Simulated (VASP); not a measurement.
# C (P4/mmm) in VASP: a series of runs

C is run at these levels: PBE; tasks: relaxation of cell and atoms, single point.

Everything below comes from runs of VASP 6.6.1. Logs are shortened: lines on timing, memory, paths and dates and some standing lists are left out, and cuts for length are marked.

**1. The cell of the first run**

The structure is tetragonal, space group P4/mmm (No. 123). The conventional cell has a = 1.728 Å, b = 1.728 Å, c = 3.736 Å, α = 90.00°, β = 90.00°, γ = 90.00°. Within 1.9 Å of C (site symmetry 4mm) lie 5 C at 1.39 to 1.73 Å.

The cell was built from a structure type or drawn by symmetry, and may not be a known phase.

**2. Relaxation of cell and atoms, PBE**

INCAR

```
  PREC = Accurate
  ENCUT = 600
  EDIFF = 1E-6
  ISMEAR = 0
  SIGMA = 0.1
  LREAL = False
  LASPH = True
  NELM = 80
  ALGO = Normal
  ISIF = 3
  LWAVE = False
  LCHARG = False
  GGA = PE
  IBRION = 2
  NSW = 90
  EDIFFG = -0.04
```

KPOINTS

```
regular mesh
0
Gamma
  10 10 6
```

POSCAR

```
C
1.0
    1.7277330500      0.0000000000      0.0000000000
    0.0000000000      1.7277330500      0.0000000000
    0.0000000000      0.0000000000      3.7356940900
C
2
Direct
    0.0000000000      0.0000000000      0.8136955500
    0.0000000000      0.0000000000      0.1863044500
```

Potentials or basis: VASP PAW PBE potentials, release 64 (C).

On the command line:

```sh
$ cat potpaw_PBE.64/C/POTCAR > POTCAR
$ mpirun -np 1 vasp_std > vasp.out
```

OUTCAR:

```text
PREC = Accurate
   ENCUT = 600
   EDIFF = 1E-6
   ISMEAR = 0
   LREAL = False
   LASPH = True
   NELM = 80
   ISIF = 3
   GGA = PE
   IBRION = 2
   NSW = 90
   EDIFFG = -0.04

 ion  position               nearest neighbor table
   1  0.000  0.000  0.814-   2 1.39
   2  0.000  0.000  0.186-   1 1.39

  LATTYP: Found a simple tetragonal cell.
 ALAT       =     1.7277330500
 C/A-ratio  =     2.1621940322

  Lattice vectors:

 A1 = (   1.7277330500,   0.0000000000,   0.0000000000)
 A2 = (   0.0000000000,   1.7277330500,   0.0000000000)
 A3 = (   0.0000000000,   0.0000000000,   3.7356940900)

Analysis of symmetry for initial positions (statically):
=====================================================================
 Subroutine PRICEL returns:
 Original cell was already a primitive cell.

 Routine SETGRP: Setting up the symmetry group for a
 simple tetragonal supercell.

 Subroutine GETGRP returns: Found 16 space group operations
 (whereof 16 operations were pure point group operations)
 out of a pool of 16 trial point group operations.

The static configuration has the point symmetry D_4h.

Analysis of symmetry for dynamics (positions and initial velocities):
=====================================================================
 Subroutine PRICEL returns:
 Original cell was already a primitive cell.

 Routine SETGRP: Setting up the symmetry group for a
 simple tetragonal supercell.

 Subroutine GETGRP returns: Found 16 space group operations
 (whereof 16 operations were pure point group operations)
 out of a pool of 16 trial point group operations.

The dynamic configuration has the point symmetry D_4h.

 Subroutine INISYM returns: Found 16 space group operations
 (whereof 16 operations are pure point group operations),
 and found     1 'primitive' translations

----------------------------------------------------------------------------------------

                                     Primitive cell

  volume of cell :      11.1513

  direct lattice vectors                    reciprocal lattice vectors
     1.727733050  0.000000000  0.000000000     0.578793119  0.000000000  0.000000000
     0.000000000  1.727733050  0.000000000     0.000000000  0.578793119  0.000000000
     0.000000000  0.000000000  3.735694090     0.000000000  0.000000000  0.267687872

  length of vectors
     1.727733050  1.727733050  3.735694090     0.578793119  0.578793119  0.267687872

  position of ions in fractional coordinates (direct lattice)
     0.000000000  0.000000000  0.813695550
     0.000000000  0.000000000  0.186304450

  ion indices of the primitive-cell ions
   primitive index   ion index
                 1           1
                 2           2

----------------------------------------------------------------------------------------

 KPOINTS: regular mesh

Automatic generation of k-mesh.
 Grid dimensions read from file:
 generate k-points for:   10   10    6

 Generating k-lattice:

  Cartesian coordinates                     Fractional coordinates (reciprocal lattice)
     0.057879312  0.000000000  0.000000000     0.100000000  0.000000000  0.000000000
     0.000000000  0.057879312  0.000000000     0.000000000  0.100000000  0.000000000
     0.000000000  0.000000000  0.044614645     0.000000000  0.000000000  0.166666667

  Length of vectors
     0.057879312  0.057879312  0.044614645

  Shift w.r.t. Gamma in fractional coordinates (k-lattice)
     0.000000000  0.000000000  0.000000000

 Subroutine IBZKPT returns following result:
 ===========================================

 Found     84 irreducible k-points:

 Following reciprocal coordinates:
            Coordinates               Weight
  0.000000  0.000000  0.000000      1.000000
  0.100000  0.000000  0.000000      4.000000
  0.200000  0.000000  0.000000      4.000000
  0.300000  0.000000  0.000000      4.000000
  0.400000  0.000000  0.000000      4.000000
  0.500000  0.000000  0.000000      2.000000
[... 16 lines left out ...]
  0.100000  0.000000  0.166667      8.000000
  0.200000  0.000000  0.166667      8.000000
 [... further k-points ...]
   k-points           NKPTS =     84   k-points in BZ     NKDIM =     84   number of bands    NBANDS=      8
   number of dos      NEDOS =    301   number of ions     NIONS =      2
   total plane-waves  NPLWV =   5880
   dimension x,y,z NGX =    14 NGY =   14 NGZ =   30
   dimension x,y,z NGXF=    28 NGYF=   28 NGZF=   60
   ions per type =               2
   NGX,Y,Z   is equivalent  to a cutoff of  13.47, 13.47, 13.35 a.u.
   NGXF,Y,Z  is equivalent  to a cutoff of  26.94, 26.94, 26.70 a.u.
 SYSTEM =  unknown system
   PREC   = accura    normal or accurate (medium, high low for compatibility)
   ISTART =      0    job   : 0-new  1-cont  2-samecut
   ICHARG =      2    charge: 1-file 2-atom 10-const
   ISPIN  =      1    spin polarized calculation?
   LNONCOLLINEAR =      F non collinear calculations
   LSORBIT =      F    spin-orbit coupling
   LASPH  =      T    aspherical Exc in radial PAW
   ENCUT  =  600.0 eV  44.10 Ry    6.64 a.u.   3.45  3.45  7.46*2*pi/ulx,y,z
   NELM   =     80;   NELMIN=  2; NELMDL= -5     # of ELM steps
   EDIFF  = 0.1E-05   stopping-criterion for ELM
   LREAL  =      F    real-space projection
   EDIFFG = -.4E-01   stopping-criterion for IOM
   NSW    =     90    number of steps for IOM
   IBRION =      2    ionic relax: 0-MD 1-quasi-New 2-CG
   NFREE  =      1    steps in history (QN), initial steepest desc. (CG)
   ISIF   =      3    stress and relaxation
   ISYM   =      2    0-nonsym 1-usesym 2-fastsym
   POTIM  = 0.5000    time-step for ionic-motion
   TEBEG  =    0.0;   TEEND  =   0.0 temperature during run
   PSTRESS=    0.0 pullay stress
   NELECT =       8.0000    total number of electrons
   NUPDOWN=      -1.0000    fix difference up-down
   EMIN   =  10.00;   EMAX   =-10.00  energy-range for DOS
   EFERMI =   0.00;   METHOD = LEGACY
   ISMEAR =     0;   SIGMA  =   0.10  broadening in eV -4-tet -1-fermi 0-gaus
   EFERMI_NEDOS =   21; number of points for ismear=-14 and -15
   IALGO  =     38    algorithm
   IMIX   =      4    mixing-type and parameters
     AMIX     =   0.40;   BMIX     =  1.00
     AMIX_MAG =   1.60;   BMIX_MAG =  1.00
  volume/ion in A,a.u.               =       5.58        37.63
  Fermi-wavevector in a.u.,A,eV,Ry     =   1.465536  2.769462 29.222554  2.147797
  Thomas-Fermi vector in A             =   2.581382
   LORBIT       =      0    0 simple, 1 ext, 2 COOP (PROOUT), +10 PAW based schemes
   GGA     = PE    functional components
   LHFCALC =     F    Hartree Fock is set to
   AEXX    =    0.0000 exact exchange contribution
   IVDW    =     0    specifies the selected vdW correction
   LEPSILON=     F    determine dielectric tensor
   LRPA    =     F    only Hartree local field effects (RPA)
 conjugate gradient relaxation of ions
 non-spin polarized calculation
 Gauss-broadening in eV      SIGMA  =   0.10
  energy-cutoff  :      600.00
  volume of cell :       11.15
 maximum number of plane-waves:       383
 NGX is ok and might be reduce to    14
   NGX =  7   NGY =  7   NGZ = 15

--------------------------------------- Ionic step        1  -------------------------------------------

 number of electron       8.0000001 magnetization

 Free energy of the ion-electron system (eV)
  ---------------------------------------------------
  ext. energy  EPLUGINS =         0.00000000
  ---------------------------------------------------
  free energy    TOTEN  =       -12.83148993 eV

  energy without entropy =      -12.82919672  energy(sigma->0) =      -12.83034332

 E-fermi :  10.0674     XC(G=0): -13.5155

 val. band max:       10.0500521934   @ k =   0.4000   0.4000   0.5000
 cond. band min:      10.1973090858   @ k =   0.4000   0.3000   0.3333
 fundamental gap:      0.1472568924
 Fermi energy:        10.0674432980

 k-point     1 :       0.0000    0.0000    0.0000
  band No.  band energies     occupation
      1     -13.6081      2.00000
      2      -3.1746      2.00000
      3      -0.8227      2.00000
      4      19.7659      0.00000
      5      19.7659      0.00000
      6      22.0225      0.00000
      7      24.8919      0.00000
      8      24.8919      0.00000
[... 243 lines left out ...]
 k-point    24 :       0.2000    0.0000    0.1667
  band No.  band energies     occupation
      1     -11.9074      2.00000
      2      -2.9003      2.00000
      3       2.2531      2.00000
      4      11.7621      0.00000
      5      17.5262      0.00000
      6      20.8732      0.00000
      7      22.0867      0.00000
      8      25.7269      0.00000

 [... further k-points ...]
[... 5 lines left out ...]
  --------------------------------------------------------------------------------------
  -------------------------------------------------------------------------------------
  Total        2.6106216      2.6106216      7.9255269      0.0000000     -0.0000000      0.0000000
  in kB      375.0851936    375.0851936   1138.7126353      0.0000000     -0.0000000      0.0000000
  external PRESSURE =     629.6276742 kB  Pullay stress =       0.0000000 kB
[... 89 lines left out ...]
  FREE ENERGIE OF THE ION-ELECTRON SYSTEM (eV)
  ---------------------------------------------------
  free  energy   TOTEN  =       -12.7077070303 eV

  energy  without entropy=      -12.7053852972  energy(sigma->0) =      -12.70654616

[... ionic steps 4 to 22 ...]

--------------------------------------- Ionic step       23  -------------------------------------------

 number of electron       8.0000000 magnetization

------------------------ aborting loop because EDIFF is reached ----------------------------------------
[... 67 lines left out ...]
--------------------------------------- Ionic step       25  -------------------------------------------

 number of electron       8.0000000 magnetization

 Free energy of the ion-electron system (eV)
  ---------------------------------------------------
  ext. energy  EPLUGINS =         0.00000000
  ---------------------------------------------------
  free energy    TOTEN  =       -13.27305574 eV

  energy without entropy =      -13.26809922  energy(sigma->0) =      -13.27057748

 E-fermi :   6.3931     XC(G=0): -12.1254

 val. band max:        6.3742269925   @ k =   0.5000   0.5000   0.1667
 cond. band min:       6.4172969110   @ k =   0.5000   0.1000   0.3333
 fundamental gap:      0.0430699185
 Fermi energy:         6.3930814459

 k-point     1 :       0.0000    0.0000    0.0000
  band No.  band energies     occupation
      1     -14.5233      2.00000
      2      -6.5747      2.00000
      3      -1.7477      2.00000
      4      14.6136      0.00000
      5      16.2954      0.00000
      6      16.2954      0.00000
      7      18.5541      0.00000
      8      19.9900      0.00000
[... 243 lines left out ...]
 k-point    24 :       0.2000    0.0000    0.1667
  band No.  band energies     occupation
      1     -12.9801      2.00000
      2      -5.4780      2.00000
      3       0.2079      2.00000
      4       9.0559      0.00000
      5      12.7133      0.00000
      6      15.8561      0.00000
      7      17.2480      0.00000
      8      20.7980      0.00000

 [... further k-points ...]
[... 5 lines left out ...]
  --------------------------------------------------------------------------------------
  -------------------------------------------------------------------------------------
  Total       -0.0573167     -0.0573167      0.0063696      0.0000000      0.0000000      0.0000000
  in kB       -6.5365396     -6.5365396      0.7263995      0.0000000      0.0000000      0.0000000
  external PRESSURE =      -4.1155599 kB  Pullay stress =       0.0000000 kB
[... 17 lines left out ...]
  FREE ENERGIE OF THE ION-ELECTRON SYSTEM (eV)
  ---------------------------------------------------
  free  energy   TOTEN  =       -13.2730557364 eV

  energy  without entropy=      -13.2680992248  energy(sigma->0) =      -13.27057748

 reached required accuracy - stopping structural energy minimisation
```

It took 52 s on 1 thread of Intel Xeon Platinum 8488C (Sapphire Rapids), shared host; peak memory 0.11 GiB.

Results:

| Quantity | Value |
| --- | --- |
| Free energy | -13.2731 eV |
| Relaxed volume | 7.02 Å³/atom |
| Relaxed cell | a = 1.790 Å, b = 1.790 Å, c = 4.387 Å, α = 90.00°, β = 90.00°, γ = 90.00° |
| Space group after relaxing (to 0.1 Å) | P4/mmm (No. 123) |
| Energy gained by relaxing | 220.8 meV/atom |
| Ionic steps | 25 |
| Pressure after relaxing | -0.4 GPa |
| Largest force after relaxing | 0.011 eV/Å |
| Band gap on the k mesh | zero (bands 4 and 5 overlap by 9.72 eV) |

Forces on the atoms (eV/Å):
```
C    0.000  0.000  0.011
C    0.000  0.000 -0.011
```

Step by step:
| step | energy change (eV) | largest force (eV/Å) | pressure (GPa) | volume (Å³) |
| --- | --- | --- | --- | --- |
| 1 | 0.0000 | 4.2322 | 62.96 | 11.15 |
| 2 | 0.4850 | 0.3269 | -49.36 | 15.01 |
| 3 | 0.1238 | 0.6663 | -39.28 | 13.85 |
| 4 | -0.1062 | 1.1005 | -26.37 | 13.09 |
| 5 | -0.3786 | 0.7705 | 1.09 | 12.10 |
| 6 | -0.3625 | 0.6129 | 20.47 | 11.66 |
| 7 | -0.3890 | 0.3098 | 7.42 | 11.94 |
| 8 | -0.3891 | 0.2550 | 8.16 | 11.92 |
| 9 | -0.3998 | 0.1423 | -2.60 | 12.41 |
| 10 | -0.4027 | 0.1720 | 0.63 | 12.25 |
| 11 | -0.4065 | 0.1183 | 0.82 | 12.33 |
| 12 | -0.4118 | 0.0199 | 1.18 | 12.50 |
| 13 | -0.4203 | 0.0420 | 2.82 | 12.85 |
| 14 | -0.4155 | 1.0852 | 9.16 | 13.55 |
| 15 | -0.4252 | 0.1932 | 4.79 | 13.06 |
| 16 | -0.4252 | 0.6112 | 6.85 | 13.30 |
| 17 | -0.4263 | 0.4340 | 5.99 | 13.21 |
| 18 | -0.4276 | 0.4174 | 5.67 | 13.25 |
| 19 | -0.4309 | 0.3719 | 4.81 | 13.36 |
| 20 | -0.4358 | 0.3098 | 3.33 | 13.60 |
| 21 | -0.4395 | 0.2508 | 0.93 | 14.08 |
| 22 | -0.4395 | 0.2386 | 0.50 | 14.17 |
| 23 | -0.4407 | 0.1496 | 0.08 | 14.13 |
| 24 | -0.4415 | 0.0182 | -0.67 | 14.06 |
| 25 | -0.4416 | 0.0106 | -0.41 | 14.05 |

Final structure:
```
C
1.0
     1.78960    0.00000    0.00000
     0.00000    1.78960    0.00000
     0.00000    0.00000    4.38662
C
2
Direct
  0.00000 0.00000 0.82792
  0.00000 0.00000 0.17208
```

Caveat: the k points lie up to 0.35 Å⁻¹ apart in the final cell, too coarse for converged energies and pressures of a metal; the volume moved by over 15 % at a fixed basis, so the end points are rough.

**3. Single point, PBE, collinear spin**

INCAR

```
SYSTEM = C
PREC = Accurate ; ENCUT = 520
EDIFF = 1E-6 ; ISMEAR = 0
SIGMA = 0.1 ; LREAL = .False.
LASPH = .True. ; NELM = 150
ALGO = Normal ; ISIF = 2
LWAVE = .False. ; LCHARG = .True.
ISPIN = 2 ; MAGMOM = 1 1
LORBIT = 11 ; GGA = PE
LELF = .True. ; LVHAR = .True.
NBANDS = 15
```

KPOINTS

```
Automatic mesh
0
Gamma
  10 10 6
  0 0 0
```

POSCAR is that of step 2.

Potentials or basis: VASP PAW PBE potentials, release 64 (C).

On the command line:

```sh
$ cat potpaw_PBE.64/C/POTCAR > POTCAR
$ mpirun -np 1 vasp_std > vasp.out
```

Wall time 16 s (1 thread of Intel Xeon Platinum 8488C (Sapphire Rapids), shared host); peak memory 0.13 GiB.

The run converged. Its results:

| Item | Value |
| --- | --- |
| Free energy | -12.8289 eV |
| Pressure | 63.4 GPa |
| Largest force | 4.236 eV/Å |
| Band gap on the k mesh | zero (filled and empty bands overlap) |
| Net moment | 0.00 μB per cell |
| Valence electrons inside the program's atomic spheres | C 2.50 |

Forces on the atoms (eV/Å):
```
C    0.000  0.000 -4.236
C    0.000  0.000  4.236
```

Stress tensor (GPa, compression positive):
```
 37.88   0.00   0.00
  0.00  37.88   0.00
  0.00   0.00 114.39
```

Levels at points of the mesh, in eV from the Fermi level:
Spin up:
```
           k point  band 1  band 2  band 3  band 4  band 5  band 6  band 7  band 8
(0.00, 0.00, 0.00)  -23.68  -13.24  -10.89    9.70    9.70   11.96   14.83   14.83
(0.50, 0.00, 0.00)  -14.24  -13.19   -5.71   -3.61   -2.95    9.43   13.30   17.32
(0.50, 0.50, 0.00)   -6.74   -6.74   -5.56   -0.05   -0.05    3.87    7.63    8.41
(0.00, 0.00, 0.50)  -23.30  -16.35   -5.45    4.10    9.89    9.89   14.47   14.47
(0.50, 0.00, 0.50)  -14.06  -12.75   -7.05   -6.25    0.90   13.11   13.43   16.62
(0.50, 0.50, 0.50)   -6.41   -6.41   -5.56   -0.90   -0.90    3.71    8.04    9.22
```
Spin down:
```
           k point  band 1  band 2  band 3  band 4  band 5  band 6  band 7  band 8
(0.00, 0.00, 0.00)  -23.68  -13.24  -10.89    9.70    9.70   11.96   14.83   14.83
(0.50, 0.00, 0.00)  -14.24  -13.19   -5.71   -3.61   -2.95    9.43   13.30   17.32
(0.50, 0.50, 0.00)   -6.73   -6.73   -5.56   -0.05   -0.05    3.87    7.63    8.41
(0.00, 0.00, 0.50)  -23.30  -16.35   -5.45    4.10    9.89    9.89   14.47   14.47
(0.50, 0.00, 0.50)  -14.06  -12.75   -7.05   -6.25    0.90   13.11   13.43   16.62
(0.50, 0.50, 0.50)   -6.41   -6.41   -5.56   -0.90   -0.90    3.71    8.04    9.22
```

Caveat: the k points lie up to 0.36 Å⁻¹ apart, too coarse for converged energies and pressures of a metal; forces of over 1 eV/Å act on the atoms, so gaps and moduli don't describe the material at rest.

[end of part 1 of 2]
